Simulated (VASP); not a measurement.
# ZnO (P6_3/mmc) in VASP: further runs

The runs below take ZnO through single point, with LDA.

All numbers are computed with VASP 6.6.1; they aren't measurements. Logs are shortened: lines on timing, memory, paths and dates and some standing lists are left out, and cuts for length are marked.

### 1 The cell of the first run

It takes space group P6_3/mmc (No. 194, hexagonal). The conventional cell has a = 3.189 Å, b = 3.189 Å, c = 7.344 Å, α = 90.00°, β = 90.00°, γ = 120.00°. Within 2.4 Å of Zn (site symmetry -6m2) lie 3 O at 1.84 Å. O (site symmetry -6m2) has 3 Zn at 1.84 Å within 2.4 Å.

### 2 Single point, LDA (strain -0.030 along x and y, +0.030 along z)

File INCAR:

```
ALGO = Normal
EDIFF = 1E-6
ENCUT = 520
ISIF = 2
ISMEAR = 0
LASPH = True
LCHARG = True
LELF = True
LREAL = False
LVHAR = True
LWAVE = False
NBANDS = 26
NELM = 80
PREC = Accurate
SIGMA = 0.05
```

File KPOINTS:

```
k-points
0
Gamma
  9 9 4
```

File POSCAR:

```
ZnO
1.0
    3.1893281439      0.0000000000      0.0000000000
   -1.5946640719      2.7620391936      0.0000000000
    0.0000000000      0.0000000000      7.3443545905
Zn O
2 2
Direct
    0.0000000000      0.0000000000      0.7500000000
    0.0000000000      0.0000000000      0.2500000000
    0.3333333333      0.6666666667      0.2500000000
    0.6666666667      0.3333333333      0.7500000000
```

Potentials or basis: VASP PAW LDA potentials, release 64 (Zn, O).

Started as:

```bash
cat potpaw_LDA.64/Zn/POTCAR potpaw_LDA.64/O/POTCAR > POTCAR
mpirun -np 1 vasp_std > vasp.out
```

OUTCAR:

```text
EDIFF = 1E-6
   ENCUT = 520
   ISIF = 2
   ISMEAR = 0
   LASPH = True
   LREAL = False
   NELM = 80
   PREC = Accurate

 ion  position               nearest neighbor table
   1  0.000  0.000  0.750-   4 1.84   4 1.84   4 1.84
   2  0.000  0.000  0.250-   3 1.84   3 1.84   3 1.84
   3  0.333  0.667  0.250-   2 1.84   2 1.84   2 1.84
   4  0.667  0.333  0.750-   1 1.84   1 1.84   1 1.84

  LATTYP: Found a hexagonal cell.
 ALAT       =     3.1893281439
 C/A-ratio  =     2.3027905123

  Lattice vectors:

 A1 = (   3.1893281439,   0.0000000000,   0.0000000000)
 A2 = (  -1.5946640719,   2.7620391936,   0.0000000000)
 A3 = (   0.0000000000,   0.0000000000,   7.3443545905)

Analysis of symmetry for initial positions (statically):
=====================================================================
 Subroutine PRICEL returns:
 Original cell was already a primitive cell.

 Routine SETGRP: Setting up the symmetry group for a
 hexagonal supercell.

 Subroutine GETGRP returns: Found 24 space group operations
 (whereof 12 operations were pure point group operations)
 out of a pool of 24 trial point group operations.

The static configuration has the point symmetry D_3d.
 The point group associated with its full space group is D_6h.

Analysis of symmetry for dynamics (positions and initial velocities):
=====================================================================
 Subroutine PRICEL returns:
 Original cell was already a primitive cell.

 Routine SETGRP: Setting up the symmetry group for a
 hexagonal supercell.

 Subroutine GETGRP returns: Found 24 space group operations
 (whereof 12 operations were pure point group operations)
 out of a pool of 24 trial point group operations.

The dynamic configuration has the point symmetry D_3d.
 The point group associated with its full space group is D_6h.

 Subroutine INISYM returns: Found 24 space group operations
 (whereof 12 operations are pure point group operations),
 and found     1 'primitive' translations

----------------------------------------------------------------------------------------

                                     Primitive cell

  volume of cell :      64.6968

  direct lattice vectors                    reciprocal lattice vectors
     3.189328144  0.000000000  0.000000000     0.313545661  0.181025672  0.000000000
    -1.594664072  2.762039194  0.000000000     0.000000000  0.362051343  0.000000000
     0.000000000  0.000000000  7.344354591     0.000000000  0.000000000  0.136159003

  length of vectors
     3.189328144  3.189328144  7.344354591     0.362051343  0.362051343  0.136159003

  position of ions in fractional coordinates (direct lattice)
     0.000000000  0.000000000  0.750000000
     0.000000000  0.000000000  0.250000000
     0.333333333  0.666666667  0.250000000
     0.666666667  0.333333333  0.750000000

  ion indices of the primitive-cell ions
   primitive index   ion index
                 1           1
                 2           2
                 3           3
                 4           4

----------------------------------------------------------------------------------------

 KPOINTS: k-points

Automatic generation of k-mesh.
 Grid dimensions read from file:
 generate k-points for:    9    9    4

 Generating k-lattice:

  Cartesian coordinates                     Fractional coordinates (reciprocal lattice)
     0.034838407  0.020113964  0.000000000     0.111111111  0.000000000  0.000000000
     0.000000000  0.040227927  0.000000000     0.000000000  0.111111111  0.000000000
     0.000000000  0.000000000  0.034039751     0.000000000  0.000000000  0.250000000

  Length of vectors
     0.040227927  0.040227927  0.034039751

  Shift w.r.t. Gamma in fractional coordinates (k-lattice)
     0.000000000  0.000000000  0.000000000

 Subroutine IBZKPT returns following result:
 ===========================================

 Found     36 irreducible k-points:

 Following reciprocal coordinates:
            Coordinates               Weight
  0.000000  0.000000  0.000000      1.000000
  0.111111  0.000000  0.000000      6.000000
  0.222222  0.000000  0.000000      6.000000
  0.333333  0.000000  0.000000      6.000000
  0.444444  0.000000  0.000000      6.000000
  0.111111  0.111111  0.000000      6.000000
[... 16 lines left out ...]
  0.333333  0.222222  0.250000     24.000000
  0.333333  0.333333  0.250000      4.000000
 [... further k-points ...]
   k-points           NKPTS =     36   k-points in BZ     NKDIM =     36   number of bands    NBANDS=     26
   number of dos      NEDOS =    301   number of ions     NIONS =      4
   total plane-waves  NPLWV =  32256
   dimension x,y,z NGX =    24 NGY =   24 NGZ =   56
   dimension x,y,z NGXF=    48 NGYF=   48 NGZF=  112
   ions per type =               2   2
   NGX,Y,Z   is equivalent  to a cutoff of  12.51, 12.51, 12.68 a.u.
   NGXF,Y,Z  is equivalent  to a cutoff of  25.02, 25.02, 25.35 a.u.
 SYSTEM =  unknown system
   PREC   = accura    normal or accurate (medium, high low for compatibility)
   ISTART =      0    job   : 0-new  1-cont  2-samecut
   ICHARG =      2    charge: 1-file 2-atom 10-const
   ISPIN  =      1    spin polarized calculation?
   LNONCOLLINEAR =      F non collinear calculations
   LSORBIT =      F    spin-orbit coupling
   LASPH  =      T    aspherical Exc in radial PAW
   ENCUT  =  520.0 eV  38.22 Ry    6.18 a.u.   5.93  5.93 13.66*2*pi/ulx,y,z
   NELM   =     80;   NELMIN=  2; NELMDL= -5     # of ELM steps
   EDIFF  = 0.1E-05   stopping-criterion for ELM
   LREAL  =      F    real-space projection
   EDIFFG = 0.1E-04   stopping-criterion for IOM
   NSW    =      0    number of steps for IOM
   IBRION =     -1    ionic relax: 0-MD 1-quasi-New 2-CG
   NFREE  =      0    steps in history (QN), initial steepest desc. (CG)
   ISIF   =      2    stress and relaxation
   ISYM   =      2    0-nonsym 1-usesym 2-fastsym
   POTIM  = 0.5000    time-step for ionic-motion
   TEBEG  =    0.0;   TEEND  =   0.0 temperature during run
   PSTRESS=    0.0 pullay stress
   NELECT =      36.0000    total number of electrons
   NUPDOWN=      -1.0000    fix difference up-down
   EMIN   =  10.00;   EMAX   =-10.00  energy-range for DOS
   EFERMI =   0.00;   METHOD = LEGACY
   ISMEAR =     0;   SIGMA  =   0.05  broadening in eV -4-tet -1-fermi 0-gaus
   EFERMI_NEDOS =   21; number of points for ismear=-14 and -15
   IALGO  =     38    algorithm
   IMIX   =      4    mixing-type and parameters
     AMIX     =   0.40;   BMIX     =  1.00
     AMIX_MAG =   1.60;   BMIX_MAG =  1.00
  volume/ion in A,a.u.               =      16.17       109.15
  Fermi-wavevector in a.u.,A,eV,Ry     =   1.346526  2.544565 24.669165  1.813133
  Thomas-Fermi vector in A             =   2.474351
   LORBIT       =      0    0 simple, 1 ext, 2 COOP (PROOUT), +10 PAW based schemes
   GGA     = CA    functional components
   LHFCALC =     F    Hartree Fock is set to
   AEXX    =    0.0000 exact exchange contribution
   IVDW    =     0    specifies the selected vdW correction
   LEPSILON=     F    determine dielectric tensor
   LRPA    =     F    only Hartree local field effects (RPA)
 non-spin polarized calculation
 Gauss-broadening in eV      SIGMA  =   0.05
  energy-cutoff  :      520.00
  volume of cell :       64.70
 maximum number of plane-waves:      1754
 NGX is ok and might be reduce to    24
   NGX = 11   NGY = 11   NGZ = 27

 number of electron      35.9999987 magnetization

 Free energy of the ion-electron system (eV)
  ---------------------------------------------------
  ext. energy  EPLUGINS =         0.00000000
  ---------------------------------------------------
  free energy    TOTEN  =       -19.83896424 eV

  energy without entropy =      -19.83896424  energy(sigma->0) =      -19.83896424

 E-fermi :  -0.3972     XC(G=0):  -9.5760

 val. band max:       -0.6814841658   @ k =   0.0000   0.0000   0.0000
 cond. band min:       0.1236176591   @ k =   0.0000   0.0000   0.0000
 fundamental gap:      0.8051018249
 Fermi energy:        -0.3972297445

 k-point     1 :       0.0000    0.0000    0.0000
  band No.  band energies     occupation
      1     -18.5404      2.00000
      2     -18.4701      2.00000
      3      -7.4132      2.00000
      4      -7.4132      2.00000
      5      -7.4030      2.00000
      6      -7.4030      2.00000
[... 18 lines left out ...]
     25      12.5503      0.00000
     26      13.1956      0.00000

 k-point     2 :       0.1111    0.0000    0.0000
  band No.  band energies     occupation
      1     -18.4703      2.00000
      2     -18.4040      2.00000
      3      -7.4438      2.00000
      4      -7.4367      2.00000
      5      -7.3192      2.00000
      6      -7.3086      2.00000
[... 18 lines left out ...]
     25      12.2047      0.00000
     26      12.8011      0.00000

 k-point     3 :       0.2222    0.0000    0.0000
  band No.  band energies     occupation
      1     -18.2889      2.00000
      2     -18.2339      2.00000
      3      -7.4780      2.00000
      4      -7.4753      2.00000
      5      -7.0559      2.00000
      6      -7.0449      2.00000
[... 18 lines left out ...]
     25      10.9863      0.00000
     26      12.7908      0.00000

 k-point     4 :       0.3333    0.0000    0.0000
  band No.  band energies     occupation
      1     -18.0730      2.00000
      2     -18.0353      2.00000
      3      -7.4121      2.00000
      4      -7.4067      2.00000
      5      -6.6932      2.00000
      6      -6.6829      2.00000
[... 18 lines left out ...]
     25      11.0486      0.00000
     26      11.8736      0.00000
[... 496 lines left out ...]
      1     -17.9740      2.00000
      2     -17.9534      2.00000
      3      -7.2835      2.00000
      4      -7.2758      2.00000
      5      -6.4526      2.00000
      6      -6.4480      2.00000
[... 18 lines left out ...]
     25      10.0888      0.00000
     26      11.3624      0.00000

 k-point    23 :       0.3333    0.2222    0.2500
  band No.  band energies     occupation
      1     -17.8627      2.00000
      2     -17.8535      2.00000
      3      -7.0490      2.00000
      4      -7.0432      2.00000
      5      -6.3616      2.00000
      6      -6.2970      2.00000
[... 18 lines left out ...]
     25       9.3780      0.00000
     26      10.1538      0.00000

 k-point    24 :       0.3333    0.3333    0.2500
  band No.  band energies     occupation
      1     -17.8225      2.00000
      2     -17.8225      2.00000
      3      -6.9069      2.00000
      4      -6.8986      2.00000
      5      -6.3288      2.00000
      6      -6.3288      2.00000
[... 18 lines left out ...]
     25       8.8143      0.00000
     26       9.1790      0.00000

 [... further k-points ...]
[... 5 lines left out ...]
  --------------------------------------------------------------------------------------
  -------------------------------------------------------------------------------------
  Total        1.1509200      1.1509200     -0.6907239      0.0000000      0.0000000     -0.0000000
  in kB       28.5018493     28.5018493    -17.1053662      0.0000000      0.0000000     -0.0000000
  external PRESSURE =      13.2994441 kB  Pullay stress =       0.0000000 kB

 VOLUME and BASIS-vectors are now :
 -----------------------------------------------------------------------------
  energy-cutoff  :      520.00
  volume of cell :       64.70
      direct lattice vectors                 reciprocal lattice vectors
     3.189328144  0.000000000  0.000000000     0.313545661  0.181025672  0.000000000
    -1.594664072  2.762039194  0.000000000     0.000000000  0.362051343  0.000000000
     0.000000000  0.000000000  7.344354591     0.000000000  0.000000000  0.136159003

 POSITION                                       TOTAL-FORCE (eV/Angst)
 -----------------------------------------------------------------------------------
      0.00000      0.00000      5.50827         0.000000     -0.000000      0.000000
      0.00000      0.00000      1.83609        -0.000000      0.000000     -0.000000
     -0.00000      1.84136      1.83609        -0.000000      0.000000      0.000000
      1.59466      0.92068      5.50827         0.000000      0.000000     -0.000000
 -----------------------------------------------------------------------------------
    total drift:                               -0.000000      0.000000     -0.000000

  FREE ENERGIE OF THE ION-ELECTRON SYSTEM (eV)
  ---------------------------------------------------
  free  energy   TOTEN  =       -19.8389642409 eV

  energy  without entropy=      -19.8389642409  energy(sigma->0) =      -19.83896424
```

Run time: 53 s. Hardware: 1 thread of Intel Xeon 8259CL, shared host; peak memory 0.18 GiB.

What came out:

```yaml
Free_energy: -19.8390 eV
Pressure: 1.3 GPa
Band_gap_on_the_k_mesh: 0.81 eV
```

Caveat: the cell differs from its parent crystal (strain -0.030 along x and y, +0.030 along z); an odd mesh through Γ misses points on the zone boundary, where band edges can lie.

### 3 Single point, LDA (strain +0.000 along x and y, -0.030 along z)

File INCAR:

```
  ALGO = Normal
  EDIFF = 1E-6
  ENCUT = 520
  GGA = CA
  ISIF = 2
  ISMEAR = 0
  LASPH = T
  LCHARG = T
  LELF = T
  LREAL = F
  LVHAR = T
  LWAVE = F
  NBANDS = 26
  NELM = 80
  PREC = Accurate
  SIGMA = 0.05
```

KPOINTS is that of step 2.

File POSCAR:

```
ZnO
1.0
    3.2879671587      0.0000000000      0.0000000000
   -1.6439835793      2.8474630862      0.0000000000
    0.0000000000      0.0000000000      6.9165281095
Zn O
2 2
Direct
    0.0000000000      0.0000000000      0.7500000000
    0.0000000000      0.0000000000      0.2500000000
    0.3333333333      0.6666666667      0.2500000000
    0.6666666667      0.3333333333      0.7500000000
```

Potentials or basis: VASP PAW LDA potentials, release 64 (Zn, O).

Started as:

```bash
cat potpaw_LDA.64/Zn/POTCAR potpaw_LDA.64/O/POTCAR > POTCAR
mpirun -np 1 vasp_std > vasp.out
```

Wall time 52 s (1 thread of Intel Xeon 8259CL, shared host); peak memory 0.18 GiB.

Results (log left out):

```
Free energy            : -19.7831 eV
Pressure               : -7.6 GPa
Band gap on the k mesh : 0.72 eV
```

Stress tensor (GPa, compression positive):
```
-10.50   0.00   0.00
  0.00 -10.50   0.00
  0.00   0.00  -1.95
```

Levels at points of the mesh, in eV from the valence-band top:
| k point | band 16 | band 17 | band 18 | band 19 | band 20 | band 21 |
| --- | --- | --- | --- | --- | --- | --- |
| (0.00, 0.00, 0.00) | -0.01 | 0.00 | 0.00 | 0.72 | 3.46 | 5.17 |
| (0.00, 0.00, 0.50) | -0.01 | -0.01 | -0.01 | 1.95 | 1.95 | 7.39 |

Caveat: the cell differs from its parent crystal (strain +0.000 along x and y, -0.030 along z); the cell stands under tension; an odd mesh through Γ misses points on the zone boundary, where band edges can lie.

### 4 Single point, LDA (strain -0.015 along x and y, +0.000 along z)

File INCAR:

```
SYSTEM = ZnO
PREC = Accurate
ENCUT = 520
EDIFF = 1E-7
ISMEAR = 0
SIGMA = 0.05
LREAL = .False.
LASPH = .True.
NELM = 80
ALGO = Normal
ISIF = 2
LWAVE = .False.
LCHARG = .False.
GGA = CA
NBANDS = 26
```

File KPOINTS:

```
regular mesh
0
Gamma
  9 9 4
  0 0 0
```

File POSCAR:

```
ZnO
1.0
    3.2386476513      0.0000000000      0.0000000000
   -1.6193238256      2.8047511399      0.0000000000
    0.0000000000      0.0000000000      7.1304413500
Zn O
2 2
Direct
    0.0000000000      0.0000000000      0.7500000000
    0.0000000000      0.0000000000      0.2500000000
    0.3333333333      0.6666666667      0.2500000000
    0.6666666667      0.3333333333      0.7500000000
```

Started as:

```bash
cat potpaw_LDA.64/Zn/POTCAR potpaw_LDA.64/O/POTCAR > POTCAR
mpirun -np 1 vasp_std > vasp.out
```

Wall time 77 s (1 thread of Intel Xeon 8259CL, shared host); peak memory 0.18 GiB.

It converged, with:

- Free energy: -19.8507 eV
- Pressure: -3.5 GPa
- Band gap on the k mesh: 0.77 eV

Stress tensor (GPa, compression positive):
```
-4.28  0.00  0.00
 0.00 -4.28  0.00
 0.00  0.00 -1.87
```

Levels at points of the mesh, in eV from the valence-band top:
| k point | band 14 | band 15 | band 16 | band 17 | band 18 | band 19 | band 20 | band 21 | band 22 | band 23 |
| --- | --- | --- | --- | --- | --- | --- | --- | --- | --- | --- |
| (0.00, 0.00, 0.00) | -1.99 | -0.01 | -0.01 | 0.00 | 0.00 | 0.77 | 3.40 | 4.99 | 10.79 | 10.82 |
| (0.00, 0.00, 0.50) | -2.81 | 0.00 | 0.00 | 0.00 | 0.00 | 1.91 | 1.91 | 7.11 | 7.11 | 13.25 |

Caveat: the cell differs from its parent crystal (strain -0.015 along x and y, +0.000 along z); the cell stands under tension; an odd mesh through Γ misses points on the zone boundary, where band edges can lie.

### 5 Single point, LDA (strain +0.000 along x and y, -0.015 along z)

File INCAR:

```
PREC = Accurate ; ENCUT = 520
EDIFF = 1E-7 ; ISMEAR = 0
SIGMA = 0.05 ; LREAL = F
LASPH = T ; NELM = 80
ALGO = Normal ; ISIF = 2
LWAVE = F ; LCHARG = F
GGA = CA ; NBANDS = 26
```

File KPOINTS:

```
regular mesh
0
Gamma
  9 9 4
```

File POSCAR:

```
ZnO
1.0
    3.2879671587      0.0000000000      0.0000000000
   -1.6439835793      2.8474630862      0.0000000000
    0.0000000000      0.0000000000      7.0234847298
Zn O
2 2
Direct
    0.0000000000      0.0000000000      0.7500000000
    0.0000000000      0.0000000000      0.2500000000
    0.3333333333      0.6666666667      0.2500000000
    0.6666666667      0.3333333333      0.7500000000
```

Started as:

```bash
cat potpaw_LDA.64/Zn/POTCAR potpaw_LDA.64/O/POTCAR > POTCAR
mpirun -np 1 vasp_std > vasp.out
```

It took 91 s on 1 thread of Intel Xeon 8259CL, shared host; peak memory 0.19 GiB.

It converged, with:

| Property | Result |
| --- | --- |
| Free energy | -19.7718 eV |
| Pressure | -7.6 GPa |
| Band gap on the k mesh | 0.74 eV |

Stress tensor (GPa, compression positive):
```
-10.39   0.00   0.00
  0.00 -10.39   0.00
  0.00   0.00  -1.91
```

Levels at points of the mesh, in eV from the valence-band top:
```csv
k point,band 14,band 15,band 16,band 17,band 18,band 19,band 20,band 21,band 22,band 23
"(0.00, 0.00, 0.00)",-1.65,-0.01,-0.01,0.00,0.00,0.74,3.38,5.12,11.04,11.16
"(0.00, 0.00, 0.50)",-2.53,0.00,0.00,0.00,0.00,1.92,1.92,7.26,7.26,12.99
```

Caveat: the cell differs from its parent crystal (strain +0.000 along x and y, -0.015 along z); the cell stands under tension; an odd mesh through Γ misses points on the zone boundary, where band edges can lie.

(Part 1 of 2 ends here.)
